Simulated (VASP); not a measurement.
# La (Fd-3m) in VASP: further runs

Runs on La. Level: PBE. Tasks: single point, relaxation of cell and atoms.

Everything below comes from runs of VASP 6.6.1. Logs are shortened: lines on timing, memory, paths and dates and some standing lists are left out, and cuts for length are marked.

**1. The cell of the first run**

It takes space group Fd-3m (No. 227, cubic). The conventional cell has a = 6.506 Å, b = 6.506 Å, c = 6.506 Å, α = 90.00°, β = 90.00°, γ = 90.00°. Within 3.7 Å of La (site symmetry -43m) lie 4 La at 2.82 Å.

**2. Single point, PBE**

The input, INCAR:

```
PREC = Accurate
ENCUT = 520
EDIFF = 1E-6
ISMEAR = -1
SIGMA = 0.05
LREAL = False
LASPH = True
NELM = 100
ALGO = Normal
ISIF = 2
LWAVE = False
LCHARG = False
GGA = PE
NBANDS = 18
```

The input, KPOINTS:

```
regular mesh
0
Gamma
  10 10 10
```

The input, POSCAR:

```
La
1.0
    0.0000000000      3.2529503658      3.2529503658
    3.2529503658      0.0000000000      3.2529503658
    3.2529503658      3.2529503658      0.0000000000
La
2
Direct
   -0.1250000000     -0.1250000000     -0.1250000000
    0.1250000000      0.1250000000      0.1250000000
```

Potentials or basis: VASP PAW PBE potentials, release 64 (La).

Command:

```bash
$ cat potpaw_PBE.64/La/POTCAR > POTCAR
$ mpirun -np 1 vasp_std > vasp.out
```

OUTCAR:

```text
PREC = Accurate
   ENCUT = 520
   EDIFF = 1E-6
   ISMEAR = -1
   LREAL = False
   LASPH = True
   NELM = 100
   ISIF = 2
   GGA = PE

 ion  position               nearest neighbor table
   1  0.875  0.875  0.875-   2 2.82   2 2.82   2 2.82   2 2.82
   2  0.125  0.125  0.125-   1 2.82   1 2.82   1 2.82   1 2.82

  LATTYP: Found a face centered cubic cell.
 ALAT       =     6.5059007316

  Lattice vectors:

 A1 = (   0.0000000000,   3.2529503658,   3.2529503658)
 A2 = (   3.2529503658,   0.0000000000,   3.2529503658)
 A3 = (   3.2529503658,   3.2529503658,   0.0000000000)

Analysis of symmetry for initial positions (statically):
[... 6 lines left out ...]

 Subroutine GETGRP returns: Found 48 space group operations
 (whereof 12 operations were pure point group operations)
 out of a pool of 48 trial point group operations.

The static configuration has the point symmetry D_3d.
 The point group associated with its full space group is O_h .

Analysis of symmetry for dynamics (positions and initial velocities):
[... 6 lines left out ...]

 Subroutine GETGRP returns: Found 48 space group operations
 (whereof 12 operations were pure point group operations)
 out of a pool of 48 trial point group operations.

The dynamic configuration has the point symmetry D_3d.
 The point group associated with its full space group is O_h .

 Subroutine INISYM returns: Found 48 space group operations
 (whereof 12 operations are pure point group operations),
 and found     1 'primitive' translations

----------------------------------------------------------------------------------------

                                     Primitive cell

  volume of cell :      68.8434

  direct lattice vectors                    reciprocal lattice vectors
     0.000000000  3.252950366  3.252950366    -0.153706618  0.153706618  0.153706618
     3.252950366  0.000000000  3.252950366     0.153706618 -0.153706618  0.153706618
     3.252950366  3.252950366  0.000000000     0.153706618  0.153706618 -0.153706618

  length of vectors
     4.600366525  4.600366525  4.600366525     0.266227672  0.266227672  0.266227672

  position of ions in fractional coordinates (direct lattice)
     0.875000000  0.875000000  0.875000000
     0.125000000  0.125000000  0.125000000

  ion indices of the primitive-cell ions
   primitive index   ion index
                 1           1
                 2           2

----------------------------------------------------------------------------------------

 KPOINTS: regular mesh

Automatic generation of k-mesh.
 Grid dimensions read from file:
 generate k-points for:   10   10   10

 Generating k-lattice:

  Cartesian coordinates                     Fractional coordinates (reciprocal lattice)
    -0.015370662  0.015370662  0.015370662     0.100000000  0.000000000  0.000000000
     0.015370662 -0.015370662  0.015370662     0.000000000  0.100000000  0.000000000
     0.015370662  0.015370662 -0.015370662     0.000000000  0.000000000  0.100000000

  Length of vectors
     0.026622767  0.026622767  0.026622767

  Shift w.r.t. Gamma in fractional coordinates (k-lattice)
     0.000000000  0.000000000  0.000000000

 Subroutine IBZKPT returns following result:
 ===========================================

 Found     47 irreducible k-points:

 Following reciprocal coordinates:
            Coordinates               Weight
  0.000000  0.000000  0.000000      1.000000
  0.100000  0.000000  0.000000      8.000000
  0.200000  0.000000  0.000000      8.000000
  0.300000  0.000000  0.000000      8.000000
  0.400000  0.000000  0.000000      8.000000
  0.500000  0.000000  0.000000      4.000000
[... 16 lines left out ...]
  0.300000  0.300000  0.000000      6.000000
  0.400000  0.300000  0.000000     24.000000
 [... further k-points ...]
   k-points           NKPTS =     47   k-points in BZ     NKDIM =     47   number of bands    NBANDS=     18
   number of dos      NEDOS =    301   number of ions     NIONS =      2
   total plane-waves  NPLWV =  46656
   dimension x,y,z NGX =    36 NGY =   36 NGZ =   36
   dimension x,y,z NGXF=    72 NGYF=   72 NGZF=   72
   ions per type =               2
   NGX,Y,Z   is equivalent  to a cutoff of  13.01, 13.01, 13.01 a.u.
   NGXF,Y,Z  is equivalent  to a cutoff of  26.02, 26.02, 26.02 a.u.
 SYSTEM =  unknown system
   PREC   = accura    normal or accurate (medium, high low for compatibility)
   ISTART =      0    job   : 0-new  1-cont  2-samecut
   ICHARG =      2    charge: 1-file 2-atom 10-const
   ISPIN  =      1    spin polarized calculation?
   LNONCOLLINEAR =      F non collinear calculations
   LSORBIT =      F    spin-orbit coupling
   LASPH  =      T    aspherical Exc in radial PAW
   ENCUT  =  520.0 eV  38.22 Ry    6.18 a.u.   8.55  8.55  8.55*2*pi/ulx,y,z
   NELM   =    100;   NELMIN=  2; NELMDL= -5     # of ELM steps
   EDIFF  = 0.1E-05   stopping-criterion for ELM
   LREAL  =      F    real-space projection
   EDIFFG = 0.1E-04   stopping-criterion for IOM
   NSW    =      0    number of steps for IOM
   IBRION =     -1    ionic relax: 0-MD 1-quasi-New 2-CG
   NFREE  =      0    steps in history (QN), initial steepest desc. (CG)
   ISIF   =      2    stress and relaxation
   ISYM   =      2    0-nonsym 1-usesym 2-fastsym
   POTIM  = 0.5000    time-step for ionic-motion
   TEBEG  =    0.0;   TEEND  =   0.0 temperature during run
   PSTRESS=    0.0 pullay stress
   NELECT =      22.0000    total number of electrons
   NUPDOWN=      -1.0000    fix difference up-down
   EMIN   =  10.00;   EMAX   =-10.00  energy-range for DOS
   EFERMI =   0.00;   METHOD = LEGACY
   ISMEAR =    -1;   SIGMA  =   0.05  broadening in eV -4-tet -1-fermi 0-gaus
   EFERMI_NEDOS =   21; number of points for ismear=-14 and -15
   IALGO  =     38    algorithm
   IMIX   =      4    mixing-type and parameters
     AMIX     =   0.40;   BMIX     =  1.00
     AMIX_MAG =   1.60;   BMIX_MAG =  1.00
  volume/ion in A,a.u.               =      34.42       232.29
  Fermi-wavevector in a.u.,A,eV,Ry     =   1.119253  2.115082 17.044391  1.252727
  Thomas-Fermi vector in A             =   2.255891
   LORBIT       =      0    0 simple, 1 ext, 2 COOP (PROOUT), +10 PAW based schemes
   GGA     = PE    functional components
   LHFCALC =     F    Hartree Fock is set to
   AEXX    =    0.0000 exact exchange contribution
   IVDW    =     0    specifies the selected vdW correction
   LEPSILON=     F    determine dielectric tensor
   LRPA    =     F    only Hartree local field effects (RPA)
 non-spin polarized calculation
  energy-cutoff  :      520.00
  volume of cell :       68.84
 maximum number of plane-waves:      1875
 NGX is ok and might be reduce to    36
   NGX = 17   NGY = 17   NGZ = 17

 number of electron      21.9999999 magnetization

 Free energy of the ion-electron system (eV)
  ---------------------------------------------------
  ext. energy  EPLUGINS =         0.00000000
  ---------------------------------------------------
  free energy    TOTEN  =        -7.67453332 eV

  energy without entropy =       -7.66282793  energy(sigma->0) =       -7.66868063

 E-fermi :   8.1727     XC(G=0):  -9.6030

 val. band max:        8.1696522981   @ k =   0.4000   0.0000   0.0000
 cond. band min:       8.2054395210   @ k =   0.4000   0.4000   0.0000
 fundamental gap:      0.0357872229
 Fermi energy:         8.1727328925

 k-point     1 :       0.0000    0.0000    0.0000
  band No.  band energies     occupation
      1     -25.4762      2.00000
      2     -23.3680      2.00000
      3      -9.6719      2.00000
      4      -9.6719      2.00000
      5      -9.6719      2.00000
      6      -7.2477      2.00000
[... 10 lines left out ...]
     17       9.9270      0.00000
     18       9.9270      0.00000

 k-point     2 :       0.1000    0.0000    0.0000
  band No.  band energies     occupation
      1     -25.4434      2.00000
      2     -23.4144      2.00000
      3      -9.7083      2.00000
      4      -9.7083      2.00000
      5      -9.6713      2.00000
      6      -7.2163      2.00000
[... 10 lines left out ...]
     17       9.8700      0.00000
     18       9.9317      0.00000

 k-point     3 :       0.2000    0.0000    0.0000
  band No.  band energies     occupation
      1     -25.3501      2.00000
      2     -23.5431      2.00000
      3      -9.7973      2.00000
      4      -9.7973      2.00000
      5      -9.6758      2.00000
      6      -7.1231      2.00000
[... 10 lines left out ...]
     17       9.7805      0.00000
     18       9.9440      0.00000

 k-point     4 :       0.3000    0.0000    0.0000
  band No.  band energies     occupation
      1     -25.2141      2.00000
      2     -23.7222      2.00000
      3      -9.8970      2.00000
      4      -9.8970      2.00000
      5      -9.6918      2.00000
      6      -6.9867      2.00000
[... 10 lines left out ...]
     17      10.0672      0.00000
     18      10.1576      0.00000

 k-point     5 :       0.4000    0.0000    0.0000
  band No.  band energies     occupation
      1     -25.0758      2.00000
      2     -23.8950      2.00000
      3      -9.9711      2.00000
      4      -9.9711      2.00000
      5      -9.7119      2.00000
      6      -6.8598      2.00000
[... 10 lines left out ...]
     17      10.1100      0.00000
     18      10.3959      0.00000

 k-point     6 :       0.5000    0.0000    0.0000
  band No.  band energies     occupation
      1     -25.0113      2.00000
      2     -23.9726      2.00000
      3      -9.9981      2.00000
      4      -9.9981      2.00000
      5      -9.7211      2.00000
      6      -6.8075      2.00000
[... 10 lines left out ...]
     17      10.4122      0.00000
     18      10.4367      0.00000

 k-point     7 :       0.1000    0.1000    0.0000
  band No.  band energies     occupation
      1     -25.4322      2.00000
      2     -23.4302      2.00000
      3      -9.7545      2.00000
      4      -9.7545      2.00000
      5      -9.5957      2.00000
      6      -7.3080      2.00000
[... 10 lines left out ...]
     17       9.8554      0.00000
     18       9.8930      0.00000

 k-point     8 :       0.2000    0.1000    0.0000
  band No.  band energies     occupation
      1     -25.3580      2.00000
      2     -23.5324      2.00000
      3      -9.8482      2.00000
      4      -9.8479      2.00000
      5      -9.5361      2.00000
      6      -7.3238      2.00000
[... 10 lines left out ...]
     17       9.8542      0.00000
     18       9.8969      0.00000
[... 229 lines left out ...]
     17      10.1610      0.00000
     18      10.3813      0.00000

 k-point    20 :      -0.4000    0.2000    0.0000
  band No.  band energies     occupation
      1     -24.9013      2.00000
      2     -24.1004      2.00000
      3     -10.3346      2.00000
      4     -10.0833      2.00000
      5      -9.1673      2.00000
      6      -7.4072      2.00000
[... 10 lines left out ...]
     17      10.2459      0.00000
     18      10.2481      0.00000

 k-point    21 :      -0.3000    0.2000    0.0000
  band No.  band energies     occupation
      1     -25.0121      2.00000
      2     -23.9713      2.00000
      3     -10.2911      2.00000
      4     -10.0000      2.00000
      5      -9.2613      2.00000
      6      -7.3393      2.00000
[... 10 lines left out ...]
     17       9.8147      0.00000
     18      10.3198      0.00000

 k-point    22 :      -0.2000    0.2000    0.0000
  band No.  band energies     occupation
      1     -25.1591      2.00000
      2     -23.7920      2.00000
      3     -10.1656      2.00000
      4      -9.8985      2.00000
      5      -9.4052      2.00000
      6      -7.2715      2.00000
[... 10 lines left out ...]
     17       9.8238      0.00000
     18       9.9920      0.00000

 k-point    23 :       0.3000    0.3000    0.0000
  band No.  band energies     occupation
      1     -25.0965      2.00000
      2     -23.8696      2.00000
      3     -10.1401      2.00000
      4     -10.1401      2.00000
      5      -9.0739      2.00000
      6      -7.7225      2.00000
[... 10 lines left out ...]
     17       9.8590      0.00000
     18      10.0428      0.00000

 k-point    24 :       0.4000    0.3000    0.0000
  band No.  band energies     occupation
      1     -24.9582      2.00000
      2     -24.0348      2.00000
      3     -10.2414      2.00000
      4     -10.2077      2.00000
      5      -8.9143      2.00000
      6      -7.8242      2.00000
[... 10 lines left out ...]
     17       9.9803      0.00000
     18      10.0462      0.00000

 [... further k-points ...]
[... 5 lines left out ...]
  --------------------------------------------------------------------------------------
  -------------------------------------------------------------------------------------
  Total        1.8463391      1.8463391      1.8463391      0.0000000     -0.0000000     -0.0000000
  in kB       42.9694441     42.9694441     42.9694441      0.0000000     -0.0000000     -0.0000000
  external PRESSURE =      42.9694441 kB  Pullay stress =       0.0000000 kB

 VOLUME and BASIS-vectors are now :
 -----------------------------------------------------------------------------
  energy-cutoff  :      520.00
  volume of cell :       68.84
      direct lattice vectors                 reciprocal lattice vectors
     0.000000000  3.252950366  3.252950366    -0.153706618  0.153706618  0.153706618
     3.252950366  0.000000000  3.252950366     0.153706618 -0.153706618  0.153706618
     3.252950366  3.252950366  0.000000000     0.153706618  0.153706618 -0.153706618

 POSITION                                       TOTAL-FORCE (eV/Angst)
 -----------------------------------------------------------------------------------
      5.69266      5.69266      5.69266         0.000000      0.000000      0.000000
      0.81324      0.81324      0.81324        -0.000000     -0.000000     -0.000000
 -----------------------------------------------------------------------------------
    total drift:                               -0.000000      0.000000      0.000000

  FREE ENERGIE OF THE ION-ELECTRON SYSTEM (eV)
  ---------------------------------------------------
  free  energy   TOTEN  =        -7.6745333233 eV

  energy  without entropy=       -7.6628279320  energy(sigma->0) =       -7.66868063
```

Wall time 52 s (1 thread of AMD EPYC 9R45 (Zen 5), shared host); peak memory 0.21 GiB.

Results:

```
Free energy            : -7.6745 eV
Pressure               : 4.3 GPa
Band gap on the k mesh : zero (band 11 reaches 8.21 eV, above the bottom of band 12 at 8.03 eV)
```

Caveat: spin-orbit coupling is left out, which moves the levels of the heavy elements.

**3. Single point, PBE**

INCAR: that of step 2 with these lines changed.

```diff
@@ -7,3 +7,3 @@
 LASPH = True
-NELM = 100
+NELM = 60
 ALGO = Normal
```

KPOINTS is that of step 2.

The input, POSCAR:

```
La
1.0
    0.0000000000      3.2534690589      3.2534690589
    3.2534690589      0.0000000000      3.2534690589
    3.2534690589      3.2534690589      0.0000000000
La
2
Direct
   -0.1250000000     -0.1250000000     -0.1250000000
    0.1250000000      0.1250000000      0.1250000000
```

Potentials or basis: VASP PAW PBE potentials, release 64 (La).

Command:

```bash
$ cat potpaw_PBE.64/La/POTCAR > POTCAR
$ mpirun -np 1 vasp_std > vasp.out
```

Run time: 52 s. Hardware: 1 thread of AMD EPYC 9R45 (Zen 5), shared host; peak memory 0.21 GiB.

It converged, with:

- Free energy: -7.6754 eV
- Pressure: 4.3 GPa
- Band gap on the k mesh: zero (band 11 reaches 8.20 eV, above the bottom of band 12 at 8.02 eV)

Levels at points of the mesh, in eV from the Fermi level:
```
           k point  band 8  band 9  band 10  band 11  band 12  band 13  band 14  band 15
(0.00, 0.00, 0.00)  -15.42   -2.35    -0.82    -0.82     0.95     0.95     0.95     1.75
(0.50, 0.00, 0.00)  -14.93   -1.27    -0.67    -0.67    -0.15     0.05     0.05     1.80
(0.50, 0.50, 0.00)  -14.38   -1.84    -1.84    -0.15    -0.15     0.76     0.76     1.87
```

Caveat: spin-orbit coupling is left out, which moves the levels of the heavy elements.

[end of part 1 of 2]
